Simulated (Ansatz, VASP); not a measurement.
# Si4O in VASP and in Ansatz

```
Si O
1.0
    -2.68553    2.68553    2.68553
     2.68553   -2.68553    2.68553
     2.68553    2.68553   -2.68553
Si O
4 1
Direct
  0.42964 0.42964 0.42964
  0.57036 0.00000 0.00000
  0.00000 0.00000 0.57036
  0.00000 0.57036 0.00000
  0.00000 0.00000 0.00000
```

Change from the starting cell: species swapped into the GeF4 type (I-43m, No. 217).

Alike in both runs: functional PBE; k mesh 4 × 4 × 4; occupations gaussian, width 0.1 eV; no spin polarisation.

Ansatz relaxed the structure, and its values are those at the end. VASP's run is a single point on that final structure, the one shown.

|  | VASP | Ansatz |
| --- | --- | --- |
| version | VASP 6.6.1 | Ansatz 0.2.0 |
| potentials or method | VASP PAW PBE potentials, release 64 (Si, O), cutoff 520 eV | scalar-relativistic, plane waves, PAW |
| valence electrons in the cell | 22 | 22 |

```csv
,VASP,Ansatz,Ansatz less VASP
gap on the k mesh at the Fermi level (eV),none,none,-
pressure (GPa),-0.3,-0.3,0.00
rms of the force components (eV/Å),0.016,0.010,-0.0058
```

A gap of «none» marks a metal or a gap that the smearing closes.

The k mesh is coarse, so the values compare programs but aren't converged.
